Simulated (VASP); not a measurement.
# Hf (Pm-3m) in VASP: single point with LDA

Aim: the single point of Hf with LDA.

All numbers are computed with VASP 6.6.1; they aren't measurements. Logs are shortened: lines on timing, memory, paths and dates and some standing lists are left out, and cuts for length are marked.

## Step 1: The cell of the first run

Symmetry: Pm-3m, No. 221, cubic system. The conventional cell has a = 3.233 Å, b = 3.233 Å, c = 3.233 Å, α = 90.00°, β = 90.00°, γ = 90.00°. Within 4.3 Å of Hf (site symmetry m-3m) lie 6 Hf at 3.23 Å.

## Step 2: Single point, LDA

The input, INCAR:

```
PREC = Accurate
ENCUT = 500
EDIFF = 1E-6
ISMEAR = -1
SIGMA = 0.1
LREAL = False
LASPH = True
NELM = 120
ALGO = Normal
ISIF = 2
LWAVE = False
LCHARG = False
NBANDS = 11
GGA_COMPAT = False
```

The input, KPOINTS:

```
Automatic mesh
0
Gamma
  7 7 7
```

The input, POSCAR:

```
Hf
1.0
    3.2330000000      0.0000000000      0.0000000000
    0.0000000000      3.2330000000      0.0000000000
    0.0000000000      0.0000000000      3.2330000000
Hf
1
Direct
    0.0000000000      0.0000000000      0.0000000000
```

Potentials or basis: VASP PAW LDA potentials, release 64 (Hf_pv).

Command:

```console
cat potpaw_LDA.64/Hf_pv/POTCAR > POTCAR
mpirun -np 1 vasp_std > vasp.out
```

OUTCAR:

```text
PREC = Accurate
   ENCUT = 500
   EDIFF = 1E-6
   ISMEAR = -1
   LREAL = False
   LASPH = True
   NELM = 120
   ISIF = 2

 ion  position               nearest neighbor table
   1  0.000  0.000  0.000-

  LATTYP: Found a simple cubic cell.
 ALAT       =     3.2330000000

  Lattice vectors:

 A1 = (   3.2330000000,   0.0000000000,   0.0000000000)
 A2 = (   0.0000000000,   3.2330000000,   0.0000000000)
 A3 = (   0.0000000000,   0.0000000000,   3.2330000000)

Analysis of symmetry for initial positions (statically):
=====================================================================
 Subroutine PRICEL returns:
 Original cell was already a primitive cell.

 Routine SETGRP: Setting up the symmetry group for a
 simple cubic supercell.

 Subroutine GETGRP returns: Found 48 space group operations
 (whereof 48 operations were pure point group operations)
 out of a pool of 48 trial point group operations.

The static configuration has the point symmetry O_h .

Analysis of symmetry for dynamics (positions and initial velocities):
=====================================================================
 Subroutine PRICEL returns:
 Original cell was already a primitive cell.

 Routine SETGRP: Setting up the symmetry group for a
 simple cubic supercell.

 Subroutine GETGRP returns: Found 48 space group operations
 (whereof 48 operations were pure point group operations)
 out of a pool of 48 trial point group operations.

The dynamic configuration has the point symmetry O_h .

 Subroutine INISYM returns: Found 48 space group operations
 (whereof 48 operations are pure point group operations),
 and found     1 'primitive' translations

----------------------------------------------------------------------------------------

                                     Primitive cell

  volume of cell :      33.7923

  direct lattice vectors                    reciprocal lattice vectors
     3.233000000  0.000000000  0.000000000     0.309310238  0.000000000  0.000000000
     0.000000000  3.233000000  0.000000000     0.000000000  0.309310238  0.000000000
     0.000000000  0.000000000  3.233000000     0.000000000  0.000000000  0.309310238

  length of vectors
     3.233000000  3.233000000  3.233000000     0.309310238  0.309310238  0.309310238

  position of ions in fractional coordinates (direct lattice)
     0.000000000  0.000000000  0.000000000

  ion indices of the primitive-cell ions
   primitive index   ion index
                 1           1
[... 72 lines left out ...]
   NFREE  =      0    steps in history (QN), initial steepest desc. (CG)
   ISIF   =      2    stress and relaxation
   ISYM   =      2    0-nonsym 1-usesym 2-fastsym
   POTIM  = 0.5000    time-step for ionic-motion
   TEBEG  =    0.0;   TEEND  =   0.0 temperature during run
   PSTRESS=    0.0 pullay stress
   NELECT =      10.0000    total number of electrons
   NUPDOWN=      -1.0000    fix difference up-down
   EMIN   =  10.00;   EMAX   =-10.00  energy-range for DOS
   EFERMI =   0.00;   METHOD = LEGACY
   ISMEAR =    -1;   SIGMA  =   0.10  broadening in eV -4-tet -1-fermi 0-gaus
   EFERMI_NEDOS =   21; number of points for ismear=-14 and -15
   IALGO  =     38    algorithm
   IMIX   =      4    mixing-type and parameters
     AMIX     =   0.40;   BMIX     =  1.00
     AMIX_MAG =   1.60;   BMIX_MAG =  1.00
  volume/ion in A,a.u.               =      33.79       228.04
  Fermi-wavevector in a.u.,A,eV,Ry     =   1.090944  2.061585 16.193094  1.190159
  Thomas-Fermi vector in A             =   2.227179
   LORBIT       =      0    0 simple, 1 ext, 2 COOP (PROOUT), +10 PAW based schemes
   GGA     = CA    functional components
   LHFCALC =     F    Hartree Fock is set to
   AEXX    =    0.0000 exact exchange contribution
   IVDW    =     0    specifies the selected vdW correction
   LEPSILON=     F    determine dielectric tensor
   LRPA    =     F    only Hartree local field effects (RPA)
 non-spin polarized calculation
  energy-cutoff  :      500.00
  volume of cell :       33.79
 maximum number of plane-waves:       876
 NGX is ok and might be reduce to    24
   NGX = 11   NGY = 11   NGZ = 11

 number of electron      10.0000002 magnetization

 Free energy of the ion-electron system (eV)
  ---------------------------------------------------
  ext. energy  EPLUGINS =         0.00000000
  ---------------------------------------------------
  free energy    TOTEN  =        -8.88218293 eV

  energy without entropy =       -8.79611453  energy(sigma->0) =       -8.83914873

 E-fermi :   1.9115     XC(G=0):  -9.6142

 val. band max:        1.9060940963   @ k =   0.2857   0.2857   0.1429
 cond. band min:       1.9229810593   @ k =   0.4286   0.1429   0.0000
 fundamental gap:      0.0168869630
 Fermi energy:         1.9114717552

 k-point     1 :       0.0000    0.0000    0.0000
  band No.  band energies     occupation
      1     -28.8801      2.00000
      2     -28.8801      2.00000
      3     -28.8801      2.00000
      4      -3.5990      2.00000
      5       1.0286      1.99971
      6       1.0286      1.99971
      7       6.3159      0.00000
      8       6.3159      0.00000
      9       6.3159      0.00000
     10      12.2394      0.00000
     11      12.2394      0.00000
[... 253 lines left out ...]
 k-point    20 :       0.4286    0.4286    0.4286
  band No.  band energies     occupation
      1     -29.1319      2.00000
      2     -29.1303      2.00000
      3     -29.1303      2.00000
      4       1.2158      1.99810
      5       1.4748      1.97493
      6       1.4748      1.97493
      7       6.5724      0.00000
      8       6.5724      0.00000
      9       7.1835      0.00000
     10       9.2908      0.00000
     11      10.0821      0.00000

------------------------ aborting loop because EDIFF is reached ----------------------------------------

  FORCE on cell =-STRESS in cart. coord.  units (eV):
  Direction    XX          YY          ZZ          XY          YZ          ZX
  --------------------------------------------------------------------------------------
  -------------------------------------------------------------------------------------
  Total       -3.4934101     -3.4934101     -3.4934101      0.0000000      0.0000000      0.0000000
  in kB     -165.6315397   -165.6315397   -165.6315397      0.0000000      0.0000000      0.0000000
  external PRESSURE =    -165.6315397 kB  Pullay stress =       0.0000000 kB

 VOLUME and BASIS-vectors are now :
 -----------------------------------------------------------------------------
  energy-cutoff  :      500.00
  volume of cell :       33.79
      direct lattice vectors                 reciprocal lattice vectors
     3.233000000  0.000000000  0.000000000     0.309310238  0.000000000  0.000000000
     0.000000000  3.233000000  0.000000000     0.000000000  0.309310238  0.000000000
     0.000000000  0.000000000  3.233000000     0.000000000  0.000000000  0.309310238

 POSITION                                       TOTAL-FORCE (eV/Angst)
 -----------------------------------------------------------------------------------
      0.00000      0.00000      0.00000         0.000000      0.000000      0.000000
 -----------------------------------------------------------------------------------
    total drift:                               -0.000000     -0.000000      0.000000

  FREE ENERGIE OF THE ION-ELECTRON SYSTEM (eV)
  ---------------------------------------------------
  free  energy   TOTEN  =        -8.8821829261 eV

  energy  without entropy=       -8.7961145300  energy(sigma->0) =       -8.83914873
```

OSZICAR:

```text
N       E                     dE             d eps       ncg     rms          rms(c)
DAV:   1     0.120431726849E+02    0.12043E+02   -0.54590E+03   440   0.764E+02
DAV:   2    -0.887844017766E+01   -0.20922E+02   -0.20335E+02   593   0.142E+02
DAV:   3    -0.936278374360E+01   -0.48434E+00   -0.47127E+00   521   0.146E+01
DAV:   4    -0.936670344387E+01   -0.39197E-02   -0.39180E-02   505   0.163E+00
DAV:   5    -0.936675311243E+01   -0.49669E-04   -0.49667E-04   566   0.155E-01    0.264E+01
DAV:   6    -0.897685778189E+01    0.38990E+00   -0.43706E-01   473   0.385E+00    0.154E+01
DAV:   7    -0.889077244914E+01    0.86085E-01   -0.43586E-01   491   0.370E+00    0.101E+00
DAV:   8    -0.888231334608E+01    0.84591E-02   -0.47967E-02   499   0.130E+00    0.638E-01
DAV:   9    -0.888218047554E+01    0.13287E-03   -0.11812E-03   531   0.262E-01    0.117E-01
DAV:  10    -0.888218653478E+01   -0.60592E-05   -0.54572E-05   518   0.527E-02    0.411E-02
DAV:  11    -0.888218292834E+01    0.36064E-05   -0.10209E-05   515   0.204E-02    0.608E-03
DAV:  12    -0.888218292612E+01    0.22206E-08   -0.23285E-07   289   0.427E-03
   1 F= -.88821829E+01 E0= -.88391487E+01  d E =-.860684E-01
```

Wall time 3.7 s (1 thread of Intel Xeon 6975P-C, shared host); peak memory 0.12 GiB.

Results:

```yaml
Free_energy: -8.8822 eV
Pressure: -16.6 GPa
Band_gap_on_the_k_mesh: zero (band 5 reaches 2.59 eV, above the bottom of band 6 at 1.03 eV)
```

Caveat: spin-orbit coupling is left out, which moves the levels of the heavy elements.
